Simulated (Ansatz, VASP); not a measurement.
Two plane-wave programs on LiW6S

File INCAR:

```
  ALGO = Normal
  EDIFF = 1E-7
  EDIFFG = -0.04
  ENCUT = 750
  GGA = PE
  GGA_COMPAT = False
  IBRION = 2
  ISIF = 3
  ISMEAR = 0
  LASPH = True
  LCHARG = False
  LREAL = False
  LWAVE = False
  NELM = 120
  NELMIN = 4
  NSW = 90
  PREC = Accurate
  SIGMA = 0.1
```

Contents of KPOINTS:

```
k-points
0
Gamma
  4 4 4
```

The input POSCAR:

```
LiW6S
1.0
    0.0000000000      4.0879044000      4.0879044000
    4.0879044000      0.0000000000      4.0879044000
    4.0879044000      4.0879044000      0.0000000000
Li W S
1 6 1
Direct
    0.0000000000      0.0000000000      0.0000000000
    0.5000000000      0.0000000000      0.0000000000
    0.0000000000      0.5000000000      0.5000000000
    0.0000000000      0.5000000000      0.0000000000
    0.5000000000      0.0000000000      0.5000000000
    0.0000000000      0.0000000000      0.5000000000
    0.5000000000      0.5000000000      0.0000000000
    0.5000000000      0.5000000000      0.5000000000
```

Input for Ansatz:

```yaml
crystal:
  lattice:
    - [0.0, 4.0879044, 4.0879044]
    - [4.0879044, 0.0, 4.0879044]
    - [4.0879044, 4.0879044, 0.0]
  atoms:
    - { symbol: Li, position: [0.0, 0.0, 0.0] }
    - { symbol: W, position: [0.5, 0.0, 0.0] }
    - { symbol: W, position: [0.0, 0.5, 0.5] }
    - { symbol: W, position: [0.0, 0.5, 0.0] }
    - { symbol: W, position: [0.5, 0.0, 0.5] }
    - { symbol: W, position: [0.0, 0.0, 0.5] }
    - { symbol: W, position: [0.5, 0.5, 0.0] }
    - { symbol: S, position: [0.5, 0.5, 0.5] }
basis:
  ecutwfc: 420
kpoints:
  mp_grid: { grid: [4, 4, 4] }
hamiltonian:
  xc: pbe
scf:
  occupations: { method: gaussian, width: 0.1 }
  lower_state_search: "off"
output:
  forces: true
  stress: true
  eigenvalues: true
relax:
  adjacent_minimum: "off"
  f_tol: 0.04
  max_steps: 70
  cell: { stress_tol: 0.4 }
```

Change from the starting cell: species swapped into the MnCuPt6 type (Fm-3m, No. 225).

Alike in both runs: task relaxation of cell and atoms; functional PBE; k mesh 4 × 4 × 4; occupations gaussian, width 0.1 eV; no spin polarisation.

```csv
,VASP,Ansatz
version,VASP 6.6.1,Ansatz 0.2.0
potentials or method,"VASP PAW PBE potentials, release 64 (Li_sv, W_sv, S), cutoff 750 eV","scalar-relativistic, plane waves, PAW"
valence electrons in the cell,93,93
```

|  | VASP | Ansatz | Ansatz less VASP |
| --- | --- | --- | --- |
| gap on the k mesh at the Fermi level, each at its own relaxed structure (eV) | none | none | - |
| relaxed volume (Å³/atom) | 15.47 | 15.43 | -0.040 |
| relaxed length of the cell vector where the two differ most in proportion (Å) | 5.594 | 5.589 | -0.0048 |

A gap of «none» marks a metal or a gap that the smearing closes.

Neither program's run includes spin-orbit coupling.
